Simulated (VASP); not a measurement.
Wanted: the native input for a VASP 6.6.1 run.

| Property | Result |
| --- | --- |
| Task | single point |
| Functional | r2SCAN |
| Potentials or basis | VASP PAW PBE potentials, release 64 (Hf_pv, B) |
| Cutoff | 520 eV |
| k mesh | 8 × 8 × 8 |
| Occupations | gaussian, width 0.05 eV |
| Spin | no spin polarisation |
| Dipole correction | no |
| Further INCAR settings | ALGO = Normal; EDIFF = 1e-06; NBANDS = 15 |

HfB2:

```
CELL_PARAMETERS angstrom
3.11979 0.00000 0.00000
-1.55989 2.70181 0.00000
0.00000 0.00000 3.44503
ATOMIC_POSITIONS crystal
Hf 0.00000 0.00000 0.00000
B 0.33333 0.66667 0.50000
B 0.66667 0.33333 0.50000
```

This cell differs from its parent crystal: volume scaled by 0.98.

These files were run (other wordings do the same):

POSCAR

```
HfB2
1.0
    3.1197854532      0.0000000000      0.0000000000
   -1.5598927266      2.7018134568      0.0000000000
    0.0000000000      0.0000000000      3.4450327067
Hf B
1 2
Direct
    0.0000000000      0.0000000000      0.0000000000
    0.3333333333      0.6666666667      0.5000000000
    0.6666666667      0.3333333333      0.5000000000
```

INCAR.step1

```
PREC     = Accurate       # precision mode
ENCUT    = 520            # plane-wave cutoff, eV
ISMEAR   = 0              # smearing method
SIGMA    = 0.05           # smearing width, eV
LREAL    = F              # projectors in reciprocal space
LASPH    = T              # aspherical terms in the spheres
NELM     = 60             # most SCF steps
NBANDS   = 15             # bands
GGA      = PE             # functional
ALGO     = Normal         # electronic algorithm
EDIFF    = 1E-4           # SCF threshold, eV
LWAVE    = T              # write WAVECAR
LCHARG   = F              # write CHGCAR
```

INCAR.step2

```
PREC     = Accurate       # precision mode
ENCUT    = 520            # plane-wave cutoff, eV
EDIFF    = 1E-6           # SCF threshold, eV
ISMEAR   = 0              # smearing method
SIGMA    = 0.05           # smearing width, eV
LREAL    = F              # projectors in reciprocal space
LASPH    = T              # aspherical terms in the spheres
NELM     = 60             # most SCF steps
ALGO     = Normal         # electronic algorithm
ISIF     = 2              # what is computed and relaxed
LWAVE    = F              # write WAVECAR
LCHARG   = T              # write CHGCAR
METAGGA  = R2SCAN         # meta-GGA
LMIXTAU  = T            
LELF     = T              # ELF
LVHAR    = T            
NBANDS   = 15             # bands
ISTART   = 1
```

KPOINTS

```
Automatic mesh
0
Gamma
  8 8 8
```

Potentials or basis: VASP PAW PBE potentials, release 64 (Hf_pv, B).

Launch:

```bash
$ cat potpaw_PBE.64/Hf_pv/POTCAR potpaw_PBE.64/B/POTCAR > POTCAR
$ cp INCAR.step1 INCAR
$ mpirun -np 1 vasp_std > vasp.out
$ cp INCAR.step2 INCAR
$ mpirun -np 1 vasp_std > vasp.out
```

It gave:

```json
{
 "Pressure": "4.8 GPa",
 "Band gap on the k mesh": "zero (band 8 reaches 8.49 eV, above the bottom of band 9 at 7.93 eV)"
}
```

Caveat: the PAW data sets were made with another functional, which shifts forces and pressure a little; spin-orbit coupling is left out, which moves the levels of the heavy elements.

It took 53 s on 1 thread of Intel Xeon 6975P-C, with other jobs on the host, peak memory 0.17 GiB.
